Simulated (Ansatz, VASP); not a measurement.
C: VASP beside Ansatz

Contents of INCAR:

```
SYSTEM = C
PREC     = Accurate       ! precision mode
ENCUT    = 520            ! plane-wave cutoff, eV
EDIFF    = 1E-6           ! SCF threshold, eV
ISMEAR   = 0              ! smearing method
SIGMA    = 0.1            ! smearing width, eV
LREAL    = .FALSE.        ! projectors in reciprocal space
LASPH    = .TRUE.         ! aspherical terms in the spheres
NELM     = 100            ! most SCF steps
ALGO     = Normal         ! electronic algorithm
ISIF     = 2              ! what is computed and relaxed
LWAVE    = .FALSE.        ! write WAVECAR
LCHARG   = .FALSE.        ! write CHGCAR
LDIPOL   = .TRUE.       
IDIPOL   = 3            
DIPOL    = 0.5 0.5 0.359
GGA      = PE             ! functional
IVDW     = 12             ! dispersion correction
NBANDS   = 16             ! bands
```

File KPOINTS:

```
regular mesh
0
G
  15 15 1
  0 0 0
```

Contents of POSCAR:

```
C
1.0
    2.4656524409      0.0000000000      0.0000000000
   -1.2328262205      2.1353176508      0.0000000000
    0.0000000000      0.0000000000     17.5000663883
C
4
Direct
    0.6666666667      0.3333333333      0.2571437784
    0.3333333333      0.6666666667      0.2571418816
    0.6666666667      0.8333333333      0.4605734749
    1.0000000000      0.5000000000      0.4605715781
```

Input for Ansatz:

```yaml
crystal:
  lattice:
    - [2.4656524409, 0.0, 0.0]
    - [-1.2328262205, 2.1353176508, 0.0]
    - [0.0, 0.0, 17.5000663883]
  atoms:
    - { symbol: C, position: [0.6666666667, 0.3333333333, 0.2571437784] }
    - { symbol: C, position: [0.3333333333, 0.6666666667, 0.2571418816] }
    - { symbol: C, position: [0.6666666667, 0.8333333333, 0.4605734749] }
    - { symbol: C, position: [1.0, 0.5, 0.4605715781] }
basis:
  ecutwfc: 420
kpoints:
  mp_grid: { grid: [15, 15, 1] }
hamiltonian:
  xc: pbe
  pseudopotentials: { kind: paw, azcp: { folder: soft_1 } }
  dispersion: d3bj
scf:
  occupations: { method: gaussian, width: 0.1 }
output:
  forces: true
  eigenvalues: true
  write_density: true
  write_potential: true
  elf: true
  volumetric_format: npy
efield:
  axis: 3
  dipole_correction: true
  ramp_width: 0.04
```

Alike in both runs: task single point; functional PBE; dispersion D3(BJ); k mesh 15 × 15 × 1; occupations gaussian, width 0.1 eV; no spin polarisation.

```csv
,VASP,Ansatz
version,VASP 6.6.1,Ansatz 0.2.0
potentials or method,"VASP PAW PBE potentials, release 64 (C), cutoff 520 eV","scalar-relativistic, plane waves, PAW"
valence electrons in the cell,16,16
```

|  | VASP | Ansatz | Ansatz less VASP |
| --- | --- | --- | --- |
| gap on the k mesh at the Fermi level (eV) | 0.31 | 0.31 | 0.000 |
| least direct gap on the mesh (eV) | 0.31 | 0.31 | 0.000 |
| rms of the force components (eV/Å) | 0.007 | 0.007 | +0.0001 |

Atom by atom the forces differ by 0.000 eV/Å (rms over components). Ansatz's warnings: xc potential rough in thin density.
